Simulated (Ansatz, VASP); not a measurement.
# AlGa3N4 in VASP and in Ansatz

```xyz
8
Lattice="4.3710 -0.1305 -0.1305 -0.1305 4.3710 -0.1305 -0.1305 -0.1305 4.3710" Properties=species:S:1:pos:R:3 pbc="T T T"
Al    0.0000    0.0000    0.0000
Ga    2.1202    2.1202   -0.1305
Ga    2.1202   -0.1305    2.1202
Ga   -0.1305    2.1202    2.1202
N     3.1687    3.1687    0.8747
N     3.1687    0.8747    3.1687
N     0.8747    3.1687    3.1687
N     1.0077    1.0077    1.0077
```

Alike in both runs: task single point; functional LDA; k mesh 6 × 6 × 6; occupations gaussian, width 0.05 eV; no spin polarisation.

```csv
,VASP,Ansatz
version,VASP 6.6.1,Ansatz 0.2.0
potentials or method,"VASP PAW LDA potentials, release 64 (Al, Ga_d, N_h), cutoff 1330 eV","scalar-relativistic, plane waves, PAW"
valence electrons in the cell,62,62
```

|  | VASP | Ansatz | Ansatz less VASP |
| --- | --- | --- | --- |
| gap on the k mesh at the Fermi level (eV) | 2.46 | 2.46 | -0.004 |
| least direct gap on the mesh (eV) | 2.46 | 2.46 | -0.004 |
| pressure (GPa) | 13.0 | 11.9 | -1.12 |
| traceless stress, the component that is largest in VASP (GPa) | 16.09 | 15.91 | -0.179 |
| rms of the force components (eV/Å) | 1.010 | 0.987 | -0.0232 |

Ansatz warns that its potentials were made for another functional, while VASP's fit it. LDA's correlation is that of Perdew and Zunger in VASP and of Perdew and Wang (1992) in Ansatz. Atom by atom the forces differ by 0.026 eV/Å (rms over components).
